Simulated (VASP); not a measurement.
Input of a VASP 6.6.1 run:

File INCAR:

```
PREC = Accurate
ENCUT = 520
EDIFF = 1E-6
ISMEAR = 0
SIGMA = 0.1
LREAL = F
LASPH = T
NELM = 100
ALGO = Normal
ISIF = 2
LWAVE = F
LCHARG = T
GGA = PE
LELF = T
LVHAR = T
NBANDS = 20
```

File KPOINTS:

```
regular mesh
0
Gamma
  14 14 8
```

File POSCAR:

```
SiBiS
1.0
    3.5533167969      0.0000000000      0.0000000000
    0.0000000000      3.5533167969      0.0000000000
    0.0000000000      0.0000000000      5.7320038626
Si Bi S
1 1 1
Direct
    0.0000000000      0.0000000000      0.5000000000
    0.5000000000      0.5000000000      0.0000000000
    0.5000000000      0.5000000000      0.5000000000
```

Potentials or basis: VASP PAW PBE potentials, release 64 (Si, Bi_d, S).

Launch:

```sh
$ cat potpaw_PBE.64/Si/POTCAR potpaw_PBE.64/Bi_d/POTCAR potpaw_PBE.64/S/POTCAR > POTCAR
$ mpirun -np 1 vasp_std > vasp.out
```

Question: Predict the band gap on the k mesh.

Answer: Zero (an odd number of electrons rules out a gap without spin polarisation).

Question: What does it give for the pressure?

Answer: 0.0 GPa.

Caveat: spin-orbit coupling is left out, which moves the levels of the heavy elements; an odd number of electrons without spin polarisation forces a metal; a magnetic or distorted state may lie lower.
